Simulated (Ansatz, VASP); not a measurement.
GaSe2 in VASP and in Ansatz

```xyz
6
Lattice="0.0000 4.1433 4.1433 4.1433 0.0000 4.1433 4.1433 4.1433 0.0000" Properties=species:S:1:pos:R:3 pbc="T T T"
Ga    4.1433    4.1433    4.1433
Ga    6.2149    6.2149    6.2149
Se    1.0358    1.0358    1.0358
Se    1.0358    3.1074    3.1074
Se    3.1074    1.0358    3.1074
Se    3.1074    3.1074    1.0358
```

Change from the starting cell: species swapped into the LaPt2 type (Fd-3m, No. 227).

Alike in both runs: task relaxation of cell and atoms; functional PBE; k mesh 8 × 8 × 8; occupations gaussian, width 0.1 eV; no spin polarisation.

|  | VASP | Ansatz |
| --- | --- | --- |
| version | VASP 6.6.1 | Ansatz 0.2.0 |
| potentials or method | VASP PAW PBE potentials, release 64 (Ga_d, Se), cutoff 600 eV | scalar-relativistic, plane waves, PAW |
| valence electrons in the cell | 50 | 90 |

```csv
,VASP,Ansatz,Ansatz less VASP
"gap on the k mesh at the Fermi level, each at its own relaxed structure (eV)",none,none,-
relaxed volume (Å³/atom),23.89,23.91,+0.013
relaxed length of the cell vector where the two differ most in proportion (Å),5.875,5.876,+0.0010
```

A gap of «none» marks a metal or a gap that the smearing closes. VASP's potentials hold 50 valence electrons a cell and Ansatz's 90, so a difference there can come from the potentials and not from the codes.
